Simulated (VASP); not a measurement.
Runs of VASP 6.6.1 on TaN. The structure is that of space group Fm-3m (No. 225), or close to it. The cells are those of the table. 

```csv
level,potentials or basis,U,cell,k mesh,cutoff (eV),grid for exact exchange (PRECFOCK),share of exact exchange,gap on the mesh (eV),pressure (GPa)
PBE-based global hybrid with 35 % exact exchange,"VASP PAW PBE potentials, release 64 (Ta_pv, N)",-,"a = 3.082 Å, angles 60.0°, 2 atoms",6 × 6 × 6,520,Normal,0.35,none,2.3
r2SCAN+D4,"VASP PAW PBE potentials, release 64 (Ta_sv_GW, N)",-,"a = 3.103 Å, angles 60.0°, 2 atoms",10 × 10 × 10,770,-,-,none,0.0
r2SCAN+U,"VASP PAW PBE potentials, release 64 (Ta_sv_GW, N)",Ta d U = 4.0 eV,"a = 3.120 Å, angles 60.0°, 2 atoms",10 × 10 × 10,770,-,-,none,(b)
PBE-based global hybrid with 50 % exact exchange,"VASP PAW PBE potentials, release 64 (Ta_pv, N)",-,"a = 3.082 Å, angles 60.0°, 2 atoms",6 × 6 × 6,520,Normal,0.5,none,-3.3
r2SCAN,"VASP PAW PBE potentials, release 64 (Ta_sv_GW, N)",-,"a = 3.108 Å, angles 60.0°, 2 atoms",10 × 10 × 10,770,-,-,none,0.0
r2SCAN,"VASP PAW PBE potentials, release 64 (Ta_sv_GW, N)",-,"a = 3.082 Å, angles 60.0°, 2 atoms",10 × 10 × 10,770,-,-,none,9.7
PBE,"VASP PAW PBE potentials, release 64 (Ta_sv_GW, N)",-,"a = 3.102 Å, angles 60.0°, 2 atoms",10 × 10 × 10,700,-,-,none,(a)
r2SCAN+U,"VASP PAW PBE potentials, release 64 (Ta_sv_GW, N)",Ta d U = 1.0 eV,"a = 3.111 Å, angles 60.0°, 2 atoms",10 × 10 × 10,770,-,-,none,2.1
```

Alike in all rows: task single point; no spin polarisation; smearing fermi-dirac 0.05 eV.

Question: Estimate the missing entries.

Answer: (a) 6.9; (b) 8.3.

Caveats: some runs use coarse meshes; spin-orbit coupling is left out, which moves the levels of the heavy elements; the PAW data sets were made with another functional, which shifts forces and pressure a little (at least some runs); the cell stands under pressure (at least some runs); U without spin polarisation on a metal has little footing (at least some runs).

A k mesh can miss the band edges, and the runs leave out spin-orbit coupling on Ta.

A gap of «none» marks levels without a gap at the run's occupations.

The runs don't all hold the same shells in valence.
